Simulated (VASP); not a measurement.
CdI2: single point with PBE

CdI2:

```
Cd I
1.0
     4.31071    0.00000    0.00000
    -2.15536    3.73319    0.00000
     0.00000    0.00000    6.99845
Cd I
1 2
Cartesian
  0.0000 0.0000 0.0000
  0.0000 2.4888 1.7005
  2.1554 1.2444 5.2980
```

This cell differs from its parent crystal: strain +1.5%.

| Item | Value |
| --- | --- |
| Program | VASP 6.6.1 |
| Task | single point |
| Functional | PBE |
| Potentials or basis | VASP PAW PBE potentials, release 64 (Cd, I) |
| Cutoff | 500 eV |
| k mesh | 12 × 12 × 4 |
| Occupations | fermi-dirac, width 0.02 eV |
| Spin | no spin polarisation |
| Dipole correction | no |
| Further INCAR settings | ALGO = Normal; EDIFF = 1e-06; NBANDS = 20 |

| Quantity | Value |
| --- | --- |
| Pressure | 0.9 GPa |
| Largest force | 0.081 eV/Å |
| Band gap on the k mesh | 2.42 eV (least direct gap 2.52 eV) |

Forces in eV/Å, atoms in the order of the input:
```
Cd   0.000  0.000  0.000
I    0.000  0.000  0.081
I    0.000  0.000 -0.081
```

Stress tensor (GPa, compression positive):
```
0.75 0.00 0.00
0.00 0.75 0.00
0.00 0.00 1.09
```

Levels at points of the mesh, in eV from the valence-band top:
```csv
k point,band 10,band 11,band 12,band 13,band 14,band 15,band 16,band 17
"(0.00, 0.00, 0.00)",-0.29,-0.13,-0.13,-0.10,2.42,4.47,6.28,6.28
"(0.50, 0.00, 0.00)",-1.75,-1.42,-0.55,-0.11,2.64,5.07,6.11,6.59
"(0.00, 0.00, 0.50)",-0.38,-0.38,-0.02,-0.02,3.41,4.49,6.11,6.11
"(0.50, 0.00, 0.50)",-1.27,-1.12,-0.41,-0.35,2.42,5.06,5.98,6.69
```

It took 61 s on 1 thread of AMD EPYC 9R45 96-Core Processor (Zen 5) (shared host), peak memory 0.28 GiB.

Caveat: the cell differs from its parent crystal (strain +1.5%); spin-orbit coupling is left out, which moves the levels of the heavy elements; this functional lacks dispersion, which binds the layers, so the pressure and a relaxed spacing across them are unreliable. A k mesh can miss the band edges.
